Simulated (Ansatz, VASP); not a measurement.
# Two plane-wave programs on Y

Contents of POSCAR:

```
Y
1.0
    3.6808463851      0.0000000000      0.0000000000
   -1.8404231926      3.1877064770      0.0000000000
    0.0000000000      0.0000000000      5.7206466204
Y
2
Direct
    0.3333333333      0.6666666667      0.2500000000
    0.6666666667      0.3333333333      0.7500000000
```

Contents of INCAR.step1:

```
SYSTEM = Y
PREC = Accurate
ENCUT = 520
ISMEAR = -1
SIGMA = 0.03
LREAL = .False.
LASPH = .True.
NELM = 100
NBANDS = 18
GGA = PE
ALGO = Normal
EDIFF = 1E-4
LWAVE = .True.
LCHARG = .False.
```

File INCAR.step2:

```
SYSTEM = Y
PREC = Accurate
ENCUT = 520
EDIFF = 1E-6
ISMEAR = -1
SIGMA = 0.03
LREAL = .False.
LASPH = .True.
NELM = 100
ALGO = Normal
ISIF = 2
LWAVE = .False.
LCHARG = .False.
METAGGA = R2SCAN
LMIXTAU = .True.
NBANDS = 18
ISTART = 1
```

KPOINTS

```
regular mesh
0
Gamma
  10 10 6
  0 0 0
```

Input for Ansatz:

```yaml
crystal:
  lattice:
    - [3.6808463851, 0.0, 0.0]
    - [-1.8404231926, 3.187706477, 0.0]
    - [0.0, 0.0, 5.7206466204]
  atoms:
    - { symbol: "Y", position: [0.3333333333, 0.6666666667, 0.25] }
    - { symbol: "Y", position: [0.6666666667, 0.3333333333, 0.75] }
hamiltonian:
  xc: r2scan
  pseudopotentials:
    kind: paw
    azcp:
      "Y": "pseudopotentials/Y.paw.azcp"
basis:
  ecutwfc: 500
  fft_grid_basis: typed
kpoints:
  mp_grid: { grid: [10, 10, 6], shift: [0, 0, 0] }
magnetization:
  spin_polarized: false
scf:
  occupations: { method: fermi_dirac, width: 0.03 }
  lower_state_search: "off"
output:
  stress: true
```

Alike in both runs: task single point; functional r2SCAN; k mesh 10 × 10 × 6; occupations fermi-dirac, width 0.03 eV; no spin polarisation.

|  | VASP | Ansatz |
| --- | --- | --- |
| version | VASP 6.6.1 | Ansatz 0.2.0 |
| potentials or method | VASP PAW PBE potentials, release 64 (Y_sv), cutoff 520 eV | plane waves (500 eV) with PAW, scalar-relativistic |
| valence electrons in the cell | 22 | 22 |

|  | VASP | Ansatz | Ansatz less VASP |
| --- | --- | --- | --- |
| pressure (GPa) | -0.2 | -0.2 | -0.03 |
| traceless stress, the component that is largest in VASP (GPa) | -0.36 | -0.38 | -0.018 |

VASP's potentials were made for PBE, not for r2SCAN. The functional is the same, so the differences come from potentials, cutoffs and numerics.
